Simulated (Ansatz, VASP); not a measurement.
## P: VASP beside Ansatz

```
P
1.0
     1.77637   -6.21729    0.00000
     1.77637    6.21729    0.00000
     0.00000    0.00000    2.38044
P
3
Cartesian
  0.0000 0.0000 1.1902
  1.7764 -3.8650 1.1902
  1.7764 3.8650 1.1902
```

Alike in both runs: functional PBE; k mesh 14 × 14 × 20; occupations gaussian, width 0.1 eV; no spin polarisation.

Ansatz relaxed the structure, and its values are those at the end. VASP's run is a single point on that final structure, the one shown.

```csv
,VASP,Ansatz
version,VASP 6.6.1,Ansatz 0.2.0
potentials or method,"VASP PAW PBE potentials, release 64 (P), cutoff 520 eV","scalar-relativistic, plane waves, PAW"
valence electrons in the cell,15,15
```

```csv
,VASP,Ansatz,Ansatz less VASP
gap on the k mesh at the Fermi level (eV),none,none,-
pressure (GPa),-0.2,0.0,+0.24
rms of the force components (eV/Å),0.007,0.000,-0.0063
```

A gap of «none» marks a metal or a gap that the smearing closes. With one functional, cell and mesh, what is left measures potentials, basis and numerics.
